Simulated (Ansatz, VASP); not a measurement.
## CsI in VASP and in Ansatz

The input INCAR:

```
PREC     = Accurate       # precision mode
ENCUT    = 400            # plane-wave cutoff, eV
EDIFF    = 1E-8           # SCF threshold, eV
ISMEAR   = -1             # smearing method
SIGMA    = 0.01           # smearing width, eV
LREAL    = F              # projectors in reciprocal space
LASPH    = T              # aspherical terms in the spheres
NELM     = 120            # most SCF steps
ALGO     = Normal         # electronic algorithm
ISIF     = 2              # what is computed and relaxed
LWAVE    = F              # write WAVECAR
LCHARG   = F              # write CHGCAR
GGA      = CA             # functional
LEFG     = T            
NBANDS   = 15             # bands
GGA_COMPAT= F
```

KPOINTS

```
Automatic mesh
0
Gamma
  7 7 7
```

Contents of POSCAR:

```
CsI
1.0
    4.5969439278      0.0000000000      0.0000000000
    0.0000000000      4.5969439278      0.0000000000
    0.0000000000      0.0000000000      4.5969439278
Cs I
1 1
Direct
    0.0000000000      0.0000000000      0.0000000000
    0.5000000000      0.5000000000      0.5000000000
```

Input for Ansatz:

```yaml
crystal:
  lattice:
    - [4.5969439278, 0.0, 0.0]
    - [0.0, 4.5969439278, 0.0]
    - [0.0, 0.0, 4.5969439278]
  atoms:
    - { symbol: Cs, position: [0.0, 0.0, 0.0] }
    - { symbol: I, position: [0.5, 0.5, 0.5] }
kpoints:
  mp_grid: { grid: [7, 7, 7] }
scf:
  occupations: { method: fermi_dirac, width: 0.01 }
hamiltonian:
  xc: lda
  pseudopotentials: { kind: all_electron, datasets: crystal }
output:
  forces: true
  stress: true
  eigenvalues: true
  efg: { contact_densities: true }
```

Change from the starting cell: volume scaled by 1.02, crystal datasets.

Alike in both runs: task electric field gradients; functional LDA; k mesh 7 × 7 × 7; occupations fermi-dirac, width 0.01 eV; no spin polarisation.

|  | VASP | Ansatz |
| --- | --- | --- |
| version | VASP 6.6.1 | Ansatz 0.2.0 |
| potentials or method | VASP PAW LDA potentials, release 64 (Cs_sv, I), cutoff 400 eV | all-electron PAW with datasets made for the crystal, scalar-relativistic |

Ansatz gave:

* gap on the k mesh at the Fermi level (eV): 3.49
* pressure (GPa): -1.6

Which values does VASP return?

gap on the k mesh at the Fermi level (eV): 3.50; pressure (GPa): -1.5.

LDA's correlation is that of Perdew and Zunger in VASP and of Perdew and Wang (1992) in Ansatz. Ansatz ran all-electron here, and VASP with PAW potentials.

Neither program's run includes spin-orbit coupling.
